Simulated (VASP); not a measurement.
Input of a VASP 6.6.1 run:

INCAR

```
SYSTEM = TiSi
PREC = Accurate ; ENCUT = 520
EDIFF = 1E-6 ; ISMEAR = 0
SIGMA = 0.05 ; LREAL = .False.
LASPH = .True. ; NELM = 100
ALGO = Normal ; ISIF = 2
LWAVE = .False. ; LCHARG = .False.
GGA = CA ; NBANDS = 15
```

Contents of KPOINTS:

```
regular mesh
0
Gamma
  6 6 6
  0 0 0
```

Contents of POSCAR:

```
TiSi
1.0
    0.0000000000      2.8028046168      2.8028046168
    2.8028046168      0.0000000000      2.8028046168
    2.8028046168      2.8028046168      0.0000000000
Ti Si
1 1
Direct
    0.0000000000      0.0000000000      0.0000000000
    0.2500000000      0.2500000000      0.2500000000
```

Potentials or basis: VASP PAW LDA potentials, release 64 (Ti_sv, Si).

The run is started by

```console
$ cat potpaw_LDA.64/Ti_sv/POTCAR potpaw_LDA.64/Si/POTCAR > POTCAR
$ mpirun -np 1 vasp_std > vasp.out
```

Task: What does it give for the pressure?

Result: 2.0 GPa.

Task: What does it give for the band gap on the k mesh?

Result: Zero (filled and empty bands touch).
